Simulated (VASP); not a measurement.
Runs of VASP 6.6.1 on Li7NbO6. The structure is that of space group R3 (No. 146), or close to it. The cells are those of the table. 

| task | cell | cutoff (eV) | gap on the mesh (eV) | largest force (eV/Å) |
| --- | --- | --- | --- | --- |
| relaxation of shape and atoms at fixed volume | relaxed from a = 5.910 Å, angles 56.9°, 14 atoms | 600 | 3.75 | 0.01 |
| single point | a = 5.906 Å, angles 57.0°, 14 atoms | 520 | (a) | 0.03 |
| single point | a = 5.894 Å, angles 56.8°, 14 atoms | 520 | 3.76 | 0.03 |
| single point | a = 5.974 Å, angles 57.1°, 14 atoms | 520 | 3.71 | 0.03 |

Alike in all rows: level PBEsol; potentials or basis VASP PAW PBE potentials, release 64 (Li_sv, Nb_sv, O); no spin polarisation; k mesh 6 × 6 × 6; smearing gaussian 0.02 eV.

Estimate the missing entries.

(a) 3.74.

Caveats: the PAW data sets were made with another functional, which shifts forces and pressure a little.

A k mesh can miss the band edges, and the runs leave out spin-orbit coupling on Nb.
